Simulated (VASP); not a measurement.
# Na (P2_1/m) in VASP: a series of runs

Runs on Na. Level: PBE. Tasks: single point.

Program: VASP 6.6.1. These are calculated values, not measurements. Logs are shortened: lines on timing, memory, paths and dates and some standing lists are left out, and cuts for length are marked.

## 1. The cell of the first run

The structure is monoclinic, space group P2_1/m (No. 11). Conventional cell: a = 3.745 Å, b = 6.103 Å, c = 3.745 Å, α = 90.00°, β = 120.00°, γ = 90.00°. Within 4.3 Å of Na (site symmetry m) lie 10 Na at 3.27 to 3.99 Å.

## 2. Single point, PBE (mode 4 frozen in at -0.700 Å and mode 6 at +0.000 Å (largest displacements))

The input, INCAR:

```
SYSTEM = Na
ALGO     = Fast           ! electronic algorithm
EDIFF    = 1E-7           ! SCF threshold, eV
ENCUT    = 520            ! plane-wave cutoff, eV
GGA      = PE             ! functional
ISIF     = 2              ! what is computed and relaxed
ISMEAR   = 0              ! smearing method
LASPH    = .True.         ! aspherical terms in the spheres
LCHARG   = .True.         ! write CHGCAR
LELF     = .True.         ! ELF
LREAL    = .False.        ! projectors in reciprocal space
LVHAR    = .True.       
LWAVE    = .False.        ! write WAVECAR
NBANDS   = 14             ! bands
NELM     = 100            ! most SCF steps
PREC     = Accurate       ! precision mode
SIGMA    = 0.15           ! smearing width, eV
```

The input, KPOINTS:

```
k-points
0
Gamma
  15 15 8
  0 0 0
```

The input, POSCAR:

```
Na
1.0
    3.7449956804      0.0000000000      0.0000000000
   -1.8724978402      3.2432613963      0.0000000000
    0.0000000000      0.0000000000      6.1030356778
Na
2
Direct
    0.1464172299      0.6666666667      0.2500000000
    0.8535827701      0.3333333333      0.7500000000
```

Potentials or basis: VASP PAW PBE potentials, release 64 (Na_pv).

Command:

```bash
cat potpaw_PBE.64/Na_pv/POTCAR > POTCAR
mpirun -np 1 vasp_std > vasp.out
```

OUTCAR:

```text
SYSTEM = Na
   EDIFF = 1E-7
   ENCUT = 520
   GGA = PE
   ISIF = 2
   ISMEAR = 0
   LASPH = .True.
   LREAL = .False.
   NELM = 100
   PREC = Accurate

 ion  position               nearest neighbor table
   1  0.146  0.667  0.250-
   2  0.854  0.333  0.750-

  LATTYP: Found a hexagonal cell.
 ALAT       =     3.7449956804
 C/A-ratio  =     1.6296509258

  Lattice vectors:

 A1 = (   3.7449956804,   0.0000000000,   0.0000000000)
 A2 = (  -1.8724978402,   3.2432613963,   0.0000000000)
 A3 = (   0.0000000000,   0.0000000000,   6.1030356778)

Analysis of symmetry for initial positions (statically):
=====================================================================
 Subroutine PRICEL returns:
 Original cell was already a primitive cell.

 Routine SETGRP: Setting up the symmetry group for a
 hexagonal supercell.

 Subroutine GETGRP returns: Found  4 space group operations
 (whereof  2 operations were pure point group operations)
 out of a pool of 24 trial point group operations.

The static configuration has the point symmetry S_2 .
 The point group associated with its full space group is C_2h.

Analysis of symmetry for dynamics (positions and initial velocities):
=====================================================================
 Subroutine PRICEL returns:
 Original cell was already a primitive cell.

 Routine SETGRP: Setting up the symmetry group for a
 hexagonal supercell.

 Subroutine GETGRP returns: Found  4 space group operations
 (whereof  2 operations were pure point group operations)
 out of a pool of 24 trial point group operations.

The dynamic configuration has the point symmetry S_2 .
 The point group associated with its full space group is C_2h.

 Subroutine INISYM returns: Found  4 space group operations
 (whereof  2 operations are pure point group operations),
 and found     1 'primitive' translations

----------------------------------------------------------------------------------------

                                     Primitive cell

  volume of cell :      74.1275

  direct lattice vectors                    reciprocal lattice vectors
     3.744995680  0.000000000  0.000000000     0.267023005  0.154165804  0.000000000
    -1.872497840  3.243261396  0.000000000     0.000000000  0.308331608  0.000000000
     0.000000000  0.000000000  6.103035678     0.000000000  0.000000000  0.163852884

  length of vectors
     3.744995680  3.744995680  6.103035678     0.308331608  0.308331608  0.163852884

  position of ions in fractional coordinates (direct lattice)
     0.146417230  0.666666667  0.250000000
     0.853582770  0.333333333  0.750000000

  ion indices of the primitive-cell ions
   primitive index   ion index
                 1           1
                 2           2

----------------------------------------------------------------------------------------

 KPOINTS: k-points

Automatic generation of k-mesh.
 Grid dimensions read from file:
 generate k-points for:   15   15    8

 Generating k-lattice:

  Cartesian coordinates                     Fractional coordinates (reciprocal lattice)
     0.017801534  0.010277720  0.000000000     0.066666667  0.000000000  0.000000000
     0.000000000  0.020555441  0.000000000     0.000000000  0.066666667  0.000000000
     0.000000000  0.000000000  0.020481611     0.000000000  0.000000000  0.125000000

  Length of vectors
     0.020555441  0.020555441  0.020481611

  Shift w.r.t. Gamma in fractional coordinates (k-lattice)
     0.000000000  0.000000000  0.000000000

 Subroutine IBZKPT returns following result:
 ===========================================

 Found    565 irreducible k-points:

 Following reciprocal coordinates:
            Coordinates               Weight
  0.000000  0.000000  0.000000      1.000000
  0.066667  0.000000  0.000000      2.000000
  0.000000  0.066667  0.000000      2.000000
 -0.066667  0.066667  0.000000      2.000000
  0.133333  0.000000  0.000000      2.000000
  0.000000  0.133333  0.000000      2.000000
[... 16 lines left out ...]
  0.066667  0.066667  0.000000      2.000000
 -0.066667  0.133333  0.000000      2.000000
 [... further k-points ...]
   k-points           NKPTS =    565   k-points in BZ     NKDIM =    565   number of bands    NBANDS=     14
   number of dos      NEDOS =    301   number of ions     NIONS =      2
   total plane-waves  NPLWV =  37632
   dimension x,y,z NGX =    28 NGY =   28 NGZ =   48
   dimension x,y,z NGXF=    56 NGYF=   56 NGZF=   96
   ions per type =               2
   NGX,Y,Z   is equivalent  to a cutoff of  12.43, 12.43, 13.08 a.u.
   NGXF,Y,Z  is equivalent  to a cutoff of  24.86, 24.86, 26.15 a.u.
 SYSTEM =  Na
   PREC   = accura    normal or accurate (medium, high low for compatibility)
   ISTART =      0    job   : 0-new  1-cont  2-samecut
   ICHARG =      2    charge: 1-file 2-atom 10-const
   ISPIN  =      1    spin polarized calculation?
   LNONCOLLINEAR =      F non collinear calculations
   LSORBIT =      F    spin-orbit coupling
   LASPH  =      T    aspherical Exc in radial PAW
   ENCUT  =  520.0 eV  38.22 Ry    6.18 a.u.   6.96  6.96 11.35*2*pi/ulx,y,z
   NELM   =    100;   NELMIN=  2; NELMDL= -5     # of ELM steps
   EDIFF  = 0.1E-06   stopping-criterion for ELM
   LREAL  =      F    real-space projection
   EDIFFG = 0.1E-05   stopping-criterion for IOM
   NSW    =      0    number of steps for IOM
   IBRION =     -1    ionic relax: 0-MD 1-quasi-New 2-CG
   NFREE  =      0    steps in history (QN), initial steepest desc. (CG)
   ISIF   =      2    stress and relaxation
   ISYM   =      2    0-nonsym 1-usesym 2-fastsym
   POTIM  = 0.5000    time-step for ionic-motion
   TEBEG  =    0.0;   TEEND  =   0.0 temperature during run
   PSTRESS=    0.0 pullay stress
   NELECT =      14.0000    total number of electrons
   NUPDOWN=      -1.0000    fix difference up-down
   EMIN   =  10.00;   EMAX   =-10.00  energy-range for DOS
   EFERMI =   0.00;   METHOD = LEGACY
   ISMEAR =     0;   SIGMA  =   0.15  broadening in eV -4-tet -1-fermi 0-gaus
   EFERMI_NEDOS =   21; number of points for ismear=-14 and -15
   IALGO  =     68    algorithm
   IMIX   =      4    mixing-type and parameters
     AMIX     =   0.40;   BMIX     =  1.00
     AMIX_MAG =   1.60;   BMIX_MAG =  1.00
  volume/ion in A,a.u.               =      37.06       250.12
  Fermi-wavevector in a.u.,A,eV,Ry     =   0.939271  1.774966 12.003479  0.882231
  Thomas-Fermi vector in A             =   2.066567
   LORBIT       =      0    0 simple, 1 ext, 2 COOP (PROOUT), +10 PAW based schemes
   GGA     = PE    functional components
   LHFCALC =     F    Hartree Fock is set to
   AEXX    =    0.0000 exact exchange contribution
   IVDW    =     0    specifies the selected vdW correction
   LEPSILON=     F    determine dielectric tensor
   LRPA    =     F    only Hartree local field effects (RPA)
 non-spin polarized calculation
 RMM-DIIS sequential band-by-band and
 Gauss-broadening in eV      SIGMA  =   0.15
  energy-cutoff  :      520.00
  volume of cell :       74.13
 maximum number of plane-waves:      2016
   NGX = 13   NGY = 13   NGZ = 23

 number of electron      13.9999995 magnetization

 Free energy of the ion-electron system (eV)
  ---------------------------------------------------
  ext. energy  EPLUGINS =         0.00000000
  ---------------------------------------------------
  free energy    TOTEN  =        -2.54749713 eV

  energy without entropy =       -2.53535745  energy(sigma->0) =       -2.54142729

 E-fermi :   0.3481     XC(G=0):  -6.5000

 val. band max:        0.3418019874   @ k =  -0.1333   0.0667   0.1250
 cond. band min:       0.3520669168   @ k =   0.0000   0.2667   0.2500
 fundamental gap:      0.0102649294
 Fermi energy:         0.3481310510

 k-point     1 :       0.0000    0.0000    0.0000
  band No.  band energies     occupation
      1     -24.6885      2.00000
      2     -24.6304      2.00000
      3     -24.6249      2.00000
      4     -24.6238      2.00000
      5     -24.6234      2.00000
      6     -24.6179      2.00000
      7      -2.9445      2.00000
      8       0.8883      0.00000
      9       1.3254      0.00000
     10      10.1331      0.00000
     11      10.3833      0.00000
     12      10.5658      0.00000
     13      10.7744      0.00000
     14      10.9268      0.00000

 k-point     2 :       0.0667    0.0000    0.0000
  band No.  band energies     occupation
      1     -24.6881      2.00000
      2     -24.6312      2.00000
      3     -24.6260      2.00000
      4     -24.6242      2.00000
      5     -24.6235      2.00000
      6     -24.6185      2.00000
      7      -2.8787      2.00000
      8       0.9465      0.00000
      9       1.3898      0.00000
     10       9.0196      0.00000
     11       9.7082      0.00000
     12       9.9973      0.00000
     13      11.3761      0.00000
     14      11.5397      0.00000

 k-point     3 :       0.0000    0.0667    0.0000
  band No.  band energies     occupation
      1     -24.6881      2.00000
      2     -24.6314      2.00000
      3     -24.6260      2.00000
      4     -24.6242      2.00000
      5     -24.6235      2.00000
      6     -24.6183      2.00000
      7      -2.8787      2.00000
      8       0.9465      0.00000
      9       1.3897      0.00000
     10       9.0393      0.00000
     11       9.6978      0.00000
     12       9.9878      0.00000
     13      11.4279      0.00000
     14      11.5246      0.00000
[... 324 lines left out ...]
 k-point    23 :       0.0667    0.0667    0.0000
  band No.  band energies     occupation
      1     -24.6872      2.00000
      2     -24.6334      2.00000
      3     -24.6285      2.00000
      4     -24.6246      2.00000
      5     -24.6238      2.00000
      6     -24.6188      2.00000
      7      -2.7474      2.00000
      8       1.0628      0.00000
      9       1.5171      0.00000
     10       8.0720      0.00000
     11       8.6568      0.00000
     12      10.3001      0.00000
     13      11.0862      0.00000
     14      11.3732      0.00000

 k-point    24 :      -0.0667    0.1333    0.0000
  band No.  band energies     occupation
      1     -24.6876      2.00000
      2     -24.6321      2.00000
      3     -24.6277      2.00000
      4     -24.6254      2.00000
      5     -24.6234      2.00000
      6     -24.6201      2.00000
      7      -2.7475      2.00000
      8       1.0632      0.00000
      9       1.5190      0.00000
     10       8.1364      0.00000
     11       8.3985      0.00000
     12      10.7328      0.00000
     13      10.8305      0.00000
     14      11.5087      0.00000

 [... further k-points ...]
[... 5 lines left out ...]
  --------------------------------------------------------------------------------------
  -------------------------------------------------------------------------------------
  Total       -0.2622296     -0.0120292      0.4939964      0.1550620      0.0000000      0.0000000
  in kB       -5.6677818     -0.2599974     10.6771458      3.3514822      0.0000000      0.0000000
  external PRESSURE =       1.5831222 kB  Pullay stress =       0.0000000 kB

 VOLUME and BASIS-vectors are now :
 -----------------------------------------------------------------------------
  energy-cutoff  :      520.00
  volume of cell :       74.13
      direct lattice vectors                 reciprocal lattice vectors
     3.744995680  0.000000000  0.000000000     0.267023005  0.154165804  0.000000000
    -1.872497840  3.243261396  0.000000000     0.000000000  0.308331608  0.000000000
     0.000000000  0.000000000  6.103035678     0.000000000  0.000000000  0.163852884

 POSITION                                       TOTAL-FORCE (eV/Angst)
 -----------------------------------------------------------------------------------
     -0.70000      2.16217      1.52576         0.057492      0.137136      0.000000
      2.57250      1.08109      4.57728        -0.057492     -0.137136     -0.000000
 -----------------------------------------------------------------------------------
    total drift:                                0.000000      0.000000      0.000000

  FREE ENERGIE OF THE ION-ELECTRON SYSTEM (eV)
  ---------------------------------------------------
  free  energy   TOTEN  =        -2.5474971273 eV

  energy  without entropy=       -2.5353574488  energy(sigma->0) =       -2.54142729
```

It took 3 min on 1 thread of Intel Xeon 6975P-C (Granite Rapids), shared host; peak memory 0.51 GiB.

Results:

```
Free energy            : -2.5475 eV
Pressure               : 0.2 GPa
Largest force          : 0.149 eV/Å
Band gap on the k mesh : zero (band 7 reaches 2.46 eV, above the bottom of band 8 at -1.91 eV)
```

Forces in eV/Å, atoms in the order of the input:
```
Na   0.057  0.137  0.000
Na  -0.057 -0.137  0.000
```

Caveat: the cell differs from its parent crystal (mode 4 frozen in at -0.700 Å and mode 6 at +0.000 Å (largest displacements)).

## 3. Single point, PBE (mode 4 frozen in at -0.233 Å and mode 6 at +0.000 Å (largest displacements))

The input, INCAR:

```
PREC = Accurate
ENCUT = 520
EDIFF = 1E-6
ISMEAR = 0
SIGMA = 0.15
LREAL = False
LASPH = True
NELM = 100
ALGO = Fast
ISIF = 2
LWAVE = False
LCHARG = False
GGA = PE
NBANDS = 14
```

The input, KPOINTS:

```
Automatic mesh
0
Gamma
  15 15 8
```

The input, POSCAR:

```
Na
1.0
    3.7449956804      0.0000000000      0.0000000000
   -1.8724978402      3.2432613963      0.0000000000
    0.0000000000      0.0000000000      6.1030356778
Na
2
Direct
    0.2710368663      0.6666666667      0.2500000000
    0.7289631337      0.3333333333      0.7500000000
```

Potentials or basis: VASP PAW PBE potentials, release 64 (Na_pv).

Command:

```bash
cat potpaw_PBE.64/Na_pv/POTCAR > POTCAR
mpirun -np 1 vasp_std > vasp.out
```

It took 2.6 min on 1 thread of Intel Xeon 6975P-C (Granite Rapids), shared host; peak memory 0.51 GiB.

Results (log left out):

```
Free energy            : -2.6138 eV
Pressure               : 0.0 GPa
Largest force          : 0.060 eV/Å
Band gap on the k mesh : zero (band 7 reaches 2.41 eV, above the bottom of band 8 at -1.91 eV)
```

Forces on the atoms (eV/Å):
```
Na   0.055  0.024  0.000
Na  -0.055 -0.024  0.000
```

Stress tensor (GPa, compression positive):
```
-0.11  0.33  0.00
 0.33 -0.02  0.00
 0.00  0.00  0.15
```

Levels at points of the mesh, in eV from the Fermi level:
| k point | band 4 | band 5 | band 6 | band 7 | band 8 | band 9 | band 10 | band 11 |
| --- | --- | --- | --- | --- | --- | --- | --- | --- |
| (0.00, 0.00, 0.00) | -24.92 | -24.92 | -24.92 | -3.29 | 0.55 | 0.96 | 9.90 | 10.02 |
| (0.00, 0.00, 0.50) | -24.92 | -24.92 | -24.92 | -2.26 | -2.26 | 5.53 | 5.53 | 10.51 |

Caveat: the cell differs from its parent crystal (mode 4 frozen in at -0.233 Å and mode 6 at +0.000 Å (largest displacements)).
